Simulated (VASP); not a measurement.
# SiC (I-4m2) in VASP: a series of runs

The runs below take SiC through single point, with PBE.

All numbers are computed with VASP 6.6.1; they aren't measurements. Logs are shortened: lines on timing, memory, paths and dates and some standing lists are left out, and cuts for length are marked.

## 1. The cell of the first run

Symmetry: I-4m2, No. 119, tetragonal system. Conventional cell: a = 2.942 Å, b = 2.942 Å, c = 4.380 Å, α = 90.00°, β = 90.00°, γ = 90.00°. Si (site symmetry -4m2) has 4 C at 1.83 Å within 2.4 Å. C (site symmetry -4m2) has 4 Si at 1.83 Å within 2.4 Å.

## 2. Single point, PBE (strain -0.050 along x and y, +0.000 along z)

File INCAR:

```
PREC = Accurate
ENCUT = 520
EDIFF = 1E-6
ISMEAR = 0
SIGMA = 0.05
LREAL = F
LASPH = T
NELM = 100
ALGO = Normal
ISIF = 2
LWAVE = F
LCHARG = T
GGA = PE
LELF = T
LVHAR = T
NBANDS = 11
```

File KPOINTS:

```
regular mesh
0
Gamma
  10 10 10
```

File POSCAR:

```
SiC
1.0
    0.0000000000      2.0803708902      2.1898640950
    2.0803708902      0.0000000000      2.1898640950
    2.0803708902      2.0803708902      0.0000000000
Si C
1 1
Direct
    0.0000000000      0.0000000000      0.0000000000
    0.7500000000      0.7500000000      0.7500000000
```

Potentials or basis: VASP PAW PBE potentials, release 64 (Si, C).

Launch:

```
> cat potpaw_PBE.64/Si/POTCAR potpaw_PBE.64/C/POTCAR > POTCAR
> mpirun -np 1 vasp_std > vasp.out
```

OUTCAR:

```text
PREC = Accurate
   ENCUT = 520
   EDIFF = 1E-6
   ISMEAR = 0
   LREAL = F
   LASPH = T
   NELM = 100
   ISIF = 2
   GGA = PE

 ion  position               nearest neighbor table
   1  0.000  0.000  0.000-   2 1.83   2 1.83   2 1.83   2 1.83
   2  0.750  0.750  0.750-   1 1.83   1 1.83   1 1.83   1 1.83

  LATTYP: Found a body centered tetragonal cell.
 ALAT       =     2.9420887277
 C/A-ratio  =     1.4886458552

  Lattice vectors:

 A1 = (  -2.0803708902,   0.0000000000,   2.1898640950)
 A2 = (   2.0803708902,   0.0000000000,   2.1898640950)
 A3 = (   0.0000000000,   2.0803708902,  -2.1898640950)

Analysis of symmetry for initial positions (statically):
=====================================================================
 Subroutine PRICEL returns:
 Original cell was already a primitive cell.

 Routine SETGRP: Setting up the symmetry group for a
 body centered tetragonal supercell.

 Subroutine GETGRP returns: Found  8 space group operations
 (whereof  8 operations were pure point group operations)
 out of a pool of 16 trial point group operations.

The static configuration has the point symmetry D_2d.

Analysis of symmetry for dynamics (positions and initial velocities):
=====================================================================
 Subroutine PRICEL returns:
 Original cell was already a primitive cell.

 Routine SETGRP: Setting up the symmetry group for a
 body centered tetragonal supercell.

 Subroutine GETGRP returns: Found  8 space group operations
 (whereof  8 operations were pure point group operations)
 out of a pool of 16 trial point group operations.

The dynamic configuration has the point symmetry D_2d.

 Subroutine INISYM returns: Found  8 space group operations
 (whereof  8 operations are pure point group operations),
 and found     1 'primitive' translations

----------------------------------------------------------------------------------------

                                     Primitive cell

  volume of cell :      18.9552

  direct lattice vectors                    reciprocal lattice vectors
     0.000000000  2.080370890  2.189864095    -0.240341759  0.240341759  0.228324671
     2.080370890  0.000000000  2.189864095     0.240341759 -0.240341759  0.228324671
     2.080370890  2.080370890  0.000000000     0.240341759  0.240341759 -0.228324671

  length of vectors
     3.020504560  3.020504560  2.942088728     0.409463647  0.409463647  0.409463647

  position of ions in fractional coordinates (direct lattice)
     0.000000000  0.000000000  0.000000000
     0.750000000  0.750000000  0.750000000

  ion indices of the primitive-cell ions
   primitive index   ion index
                 1           1
                 2           2

----------------------------------------------------------------------------------------

 KPOINTS: regular mesh

Automatic generation of k-mesh.
 Grid dimensions read from file:
 generate k-points for:   10   10   10

 Generating k-lattice:

  Cartesian coordinates                     Fractional coordinates (reciprocal lattice)
    -0.024034176  0.024034176  0.022832467     0.100000000  0.000000000  0.000000000
     0.024034176 -0.024034176  0.022832467     0.000000000  0.100000000  0.000000000
     0.024034176  0.024034176 -0.022832467     0.000000000  0.000000000  0.100000000

  Length of vectors
     0.040946365  0.040946365  0.040946365

  Shift w.r.t. Gamma in fractional coordinates (k-lattice)
     0.000000000  0.000000000  0.000000000

 Subroutine IBZKPT returns following result:
 ===========================================

 Found    102 irreducible k-points:

 Following reciprocal coordinates:
            Coordinates               Weight
  0.000000  0.000000  0.000000      1.000000
  0.100000  0.000000  0.000000      8.000000
  0.200000  0.000000  0.000000      8.000000
  0.300000  0.000000  0.000000      8.000000
  0.400000  0.000000  0.000000      8.000000
  0.500000  0.000000  0.000000      4.000000
[... 16 lines left out ...]
  0.300000  0.300000  0.000000      2.000000
  0.400000  0.300000  0.000000      8.000000
 [... further k-points ...]
   k-points           NKPTS =    102   k-points in BZ     NKDIM =    102   number of bands    NBANDS=     11
   number of dos      NEDOS =    301   number of ions     NIONS =      2
   total plane-waves  NPLWV =  13824
   dimension x,y,z NGX =    24 NGY =   24 NGZ =   24
   dimension x,y,z NGXF=    48 NGYF=   48 NGZF=   48
   ions per type =               1   1
   NGX,Y,Z   is equivalent  to a cutoff of  13.21, 13.21, 13.56 a.u.
   NGXF,Y,Z  is equivalent  to a cutoff of  26.42, 26.42, 27.12 a.u.
 SYSTEM =  unknown system
   PREC   = accura    normal or accurate (medium, high low for compatibility)
   ISTART =      0    job   : 0-new  1-cont  2-samecut
   ICHARG =      2    charge: 1-file 2-atom 10-const
   ISPIN  =      1    spin polarized calculation?
   LNONCOLLINEAR =      F non collinear calculations
   LSORBIT =      F    spin-orbit coupling
   LASPH  =      T    aspherical Exc in radial PAW
   ENCUT  =  520.0 eV  38.22 Ry    6.18 a.u.   5.62  5.62  5.47*2*pi/ulx,y,z
   NELM   =    100;   NELMIN=  2; NELMDL= -5     # of ELM steps
   EDIFF  = 0.1E-05   stopping-criterion for ELM
   LREAL  =      F    real-space projection
   EDIFFG = 0.1E-04   stopping-criterion for IOM
   NSW    =      0    number of steps for IOM
   IBRION =     -1    ionic relax: 0-MD 1-quasi-New 2-CG
   NFREE  =      0    steps in history (QN), initial steepest desc. (CG)
   ISIF   =      2    stress and relaxation
   ISYM   =      2    0-nonsym 1-usesym 2-fastsym
   POTIM  = 0.5000    time-step for ionic-motion
   TEBEG  =    0.0;   TEEND  =   0.0 temperature during run
   PSTRESS=    0.0 pullay stress
   NELECT =       8.0000    total number of electrons
   NUPDOWN=      -1.0000    fix difference up-down
   EMIN   =  10.00;   EMAX   =-10.00  energy-range for DOS
   EFERMI =   0.00;   METHOD = LEGACY
   ISMEAR =     0;   SIGMA  =   0.05  broadening in eV -4-tet -1-fermi 0-gaus
   EFERMI_NEDOS =   21; number of points for ismear=-14 and -15
   IALGO  =     38    algorithm
   IMIX   =      4    mixing-type and parameters
     AMIX     =   0.40;   BMIX     =  1.00
     AMIX_MAG =   1.60;   BMIX_MAG =  1.00
  volume/ion in A,a.u.               =       9.48        63.96
  Fermi-wavevector in a.u.,A,eV,Ry     =   1.227991  2.320567 20.517075  1.507962
  Thomas-Fermi vector in A             =   2.362934
   LORBIT       =      0    0 simple, 1 ext, 2 COOP (PROOUT), +10 PAW based schemes
   GGA     = PE    functional components
   LHFCALC =     F    Hartree Fock is set to
   AEXX    =    0.0000 exact exchange contribution
   IVDW    =     0    specifies the selected vdW correction
   LEPSILON=     F    determine dielectric tensor
   LRPA    =     F    only Hartree local field effects (RPA)
 non-spin polarized calculation
 Gauss-broadening in eV      SIGMA  =   0.05
  energy-cutoff  :      520.00
  volume of cell :       18.96
 maximum number of plane-waves:       540
   NGX = 11   NGY = 11   NGZ = 11

 number of electron       8.0000000 magnetization

 Free energy of the ion-electron system (eV)
  ---------------------------------------------------
  ext. energy  EPLUGINS =         0.00000000
  ---------------------------------------------------
  free energy    TOTEN  =       -14.87570718 eV

  energy without entropy =      -14.87570718  energy(sigma->0) =      -14.87570718

 E-fermi :   9.4901     XC(G=0): -11.7463

 val. band max:        9.2622170665   @ k =   0.0000   0.0000   0.0000
 cond. band min:      10.2483542501   @ k =   0.5000   0.0000   0.5000
 fundamental gap:      0.9861371837
 Fermi energy:         9.4901255443

 k-point     1 :       0.0000    0.0000    0.0000
  band No.  band energies     occupation
      1      -6.9833      2.00000
      2       8.8742      2.00000
      3       9.2622      2.00000
      4       9.2622      2.00000
      5      16.3766      0.00000
      6      17.0453      0.00000
      7      17.0453      0.00000
      8      17.1478      0.00000
      9      23.2203      0.00000
     10      25.0077      0.00000
     11      25.7549      0.00000

 k-point     2 :       0.1000    0.0000    0.0000
  band No.  band energies     occupation
      1      -6.7736      2.00000
      2       8.0800      2.00000
      3       8.8722      2.00000
      4       9.1520      2.00000
      5      16.4617      0.00000
      6      17.2464      0.00000
      7      17.3219      0.00000
      8      17.5958      0.00000
      9      22.3644      0.00000
     10      23.8251      0.00000
     11      26.1934      0.00000

 k-point     3 :       0.2000    0.0000    0.0000
  band No.  band energies     occupation
      1      -6.1530      2.00000
      2       5.9054      2.00000
      3       8.4709      2.00000
      4       8.8995      2.00000
      5      16.0052      0.00000
      6      17.5237      0.00000
      7      17.8023      0.00000
      8      18.7949      0.00000
      9      22.0885      0.00000
     10      22.8185      0.00000
     11      25.4416      0.00000

 k-point     4 :       0.3000    0.0000    0.0000
  band No.  band energies     occupation
      1      -5.1553      2.00000
      2       3.4652      2.00000
      3       8.0793      2.00000
      4       8.6421      2.00000
      5      15.4911      0.00000
      6      17.2066      0.00000
      7      17.7501      0.00000
      8      19.6413      0.00000
      9      23.3864      0.00000
     10      23.4075      0.00000
     11      25.3606      0.00000
[... 239 lines left out ...]
 k-point    22 :      -0.2000    0.2000    0.0000
  band No.  band energies     occupation
      1      -4.7578      2.00000
      2       4.0373      2.00000
      3       5.4602      2.00000
      4       8.8137      2.00000
      5      16.4384      0.00000
      6      17.7872      0.00000
      7      18.3042      0.00000
      8      18.8121      0.00000
      9      21.1726      0.00000
     10      25.7177      0.00000
     11      28.0423      0.00000

 k-point    23 :       0.3000    0.3000    0.0000
  band No.  band energies     occupation
      1      -4.6940      2.00000
      2       4.3415      2.00000
      3       6.9798      2.00000
      4       6.9798      2.00000
      5      12.5071      0.00000
      6      15.5347      0.00000
      7      21.6222      0.00000
      8      21.6222      0.00000
      9      21.9910      0.00000
     10      27.5392      0.00000
     11      31.6890      0.00000

 k-point    24 :       0.4000    0.3000    0.0000
  band No.  band energies     occupation
      1      -3.7934      2.00000
      2       3.1215      2.00000
      3       5.9818      2.00000
      4       6.7355      2.00000
      5      12.2857      0.00000
      6      15.6839      0.00000
      7      21.5500      0.00000
      8      22.1099      0.00000
      9      23.6275      0.00000
     10      28.3503      0.00000
     11      31.4683      0.00000

 [... further k-points ...]

------------------------ aborting loop because EDIFF is reached ----------------------------------------

  FORCE on cell =-STRESS in cart. coord.  units (eV):
  Direction    XX          YY          ZZ          XY          YZ          ZX
  --------------------------------------------------------------------------------------
  -------------------------------------------------------------------------------------
  Total        3.6946573      3.6946573      1.9320575      0.0000000      0.0000000      0.0000000
  in kB      312.2885407    312.2885407    163.3059261      0.0000000      0.0000000      0.0000000
  external PRESSURE =     262.6276692 kB  Pullay stress =       0.0000000 kB

 VOLUME and BASIS-vectors are now :
 -----------------------------------------------------------------------------
  energy-cutoff  :      520.00
  volume of cell :       18.96
      direct lattice vectors                 reciprocal lattice vectors
     0.000000000  2.080370890  2.189864095    -0.240341759  0.240341759  0.228324671
     2.080370890  0.000000000  2.189864095     0.240341759 -0.240341759  0.228324671
     2.080370890  2.080370890  0.000000000     0.240341759  0.240341759 -0.228324671

 POSITION                                       TOTAL-FORCE (eV/Angst)
 -----------------------------------------------------------------------------------
      0.00000      0.00000      0.00000        -0.000000     -0.000000      0.000000
      3.12056      3.12056      3.28480         0.000000      0.000000     -0.000000
 -----------------------------------------------------------------------------------
    total drift:                                0.000000      0.000000     -0.000000

  FREE ENERGIE OF THE ION-ELECTRON SYSTEM (eV)
  ---------------------------------------------------
  free  energy   TOTEN  =       -14.8757071780 eV

  energy  without entropy=      -14.8757071780  energy(sigma->0) =      -14.87570718
```

Wall time 14 s (1 thread of Intel Xeon Platinum 8488C (Sapphire Rapids), shared host); peak memory 0.14 GiB.

What came out:

```yaml
Free_energy: -14.8757 eV
Pressure: 26.3 GPa
Band_gap_on_the_k_mesh: 0.99 eV, indirect (least direct gap 4.57 eV)
```

Caveat: the cell differs from its parent crystal (strain -0.050 along x and y, +0.000 along z).

(Part 1 of 2 ends here.)
